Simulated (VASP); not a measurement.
Ag, 1 atom in the cell. It takes space group P6/mmm (No. 191, hexagonal). Conventional cell: a = 2.492 Å, b = 2.492 Å, c = 2.397 Å, α = 90.00°, β = 90.00°, γ = 120.00°. Within 3.2 Å of Ag (site symmetry 6/mmm) lie 8 Ag at 2.40 to 2.49 Å. This isn't the form of Ag at room conditions, which is fcc.

```yaml
Program: VASP 6.6.1
Task: single point
Functional: PBE
Potentials_or_basis: VASP PAW PBE potentials, release 64 (Ag)
Cutoff: 520 eV
k_mesh: 18 × 18 × 16
Occupations: fermi-dirac, width 0.08 eV
Spin: no spin polarisation
Dipole_correction: no
Further_INCAR_settings: ALGO = Normal; EDIFF = 1e-06; NBANDS = 12
```

Potentials or basis: VASP PAW PBE potentials, release 64 (Ag).

Launch:

```bash
$ cat potpaw_PBE.64/Ag/POTCAR > POTCAR
$ mpirun -np 1 vasp_std > vasp.out
```

Hardware: 1 thread of Intel Xeon 8259CL, on a shared host.

**Question.** How long does it take, and how much memory?

**Answer.** Wall time 42 s on 1 thread of Intel Xeon 8259CL, with other jobs on the host, peak memory 0.17 GiB. Counts: scf iterations 11, k points 333.
